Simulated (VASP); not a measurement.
Set up this calculation in VASP 6.6.1, as the native input.

- Task: single point
- Functional: r2SCAN
- Potentials or basis: VASP PAW PBE potentials, release 64 (Cu)
- Cutoff: 520 eV
- k mesh: 12 × 12 × 1
- Occupations: gaussian, width 0.1 eV
- Spin: no spin polarisation
- Dipole correction: yes
- Further INCAR settings: ALGO = Normal; EDIFF = 1e-06; NBANDS = 30

Cu, a slab with vacuum:

```
Cu
1.0
     2.53050    0.00000    0.00000
    -1.26525    2.19148    0.00000
     0.00000    0.00000   23.19478
Cu
4
Direct
  0.66667 0.33333 0.36646
  0.33333 0.66667 0.45549
  0.66667 0.33333 0.54373
  0.33333 0.66667 0.63180
```

One way to write it, as run:

POSCAR

```
Cu
1.0
    2.5305027254      0.0000000000      0.0000000000
   -1.2652513627      2.1914796445      0.0000000000
    0.0000000000      0.0000000000     23.1947833401
Cu
4
Direct
    0.6666666667      0.3333333333      0.3664617115
    0.3333333333      0.6666666667      0.4554872372
    0.6666666667      0.3333333333      0.5437273089
    0.3333333333      0.6666666667      0.6318020989
```

INCAR.step1

```
SYSTEM = Cu
  ALGO = Normal
  DIPOL = 0.5 0.5 0.499
  EDIFF = 1E-4
  ENCUT = 520
  GGA = PE
  IDIPOL = 3
  ISMEAR = 0
  LASPH = .True.
  LCHARG = .False.
  LDIPOL = .True.
  LREAL = .False.
  LWAVE = .True.
  NBANDS = 30
  NELM = 60
  PREC = Accurate
  SIGMA = 0.1
```

INCAR.step2

```
SYSTEM = Cu
  ALGO = Normal
  DIPOL = 0.5 0.5 0.499
  EDIFF = 1E-6
  ENCUT = 520
  IDIPOL = 3
  ISIF = 2
  ISMEAR = 0
  ISTART = 1
  LASPH = .True.
  LCHARG = .False.
  LDIPOL = .True.
  LMIXTAU = .True.
  LREAL = .False.
  LWAVE = .False.
  METAGGA = R2SCAN
  NBANDS = 30
  NELM = 60
  PREC = Accurate
  SIGMA = 0.1
```

KPOINTS

```
k-points
0
Gamma
  12 12 1
  0 0 0
```

Potentials or basis: VASP PAW PBE potentials, release 64 (Cu).

Run with:

```sh
$ cat potpaw_PBE.64/Cu/POTCAR > POTCAR
$ cp INCAR.step1 INCAR
$ mpirun -np 1 vasp_std > vasp.out
$ cp INCAR.step2 INCAR
$ mpirun -np 1 vasp_std > vasp.out
```

It gave:

```
Largest force          : 0.083 eV/Å
Band gap on the k mesh : zero (band 22 reaches 3.66 eV, above the bottom of band 23 at -2.05 eV)
```

Caveat: the PAW data sets were made with another functional, which shifts forces and pressure a little.

It took 11 min on 1 thread of Intel Xeon 6975P-C (shared host), peak memory 0.3 GiB.
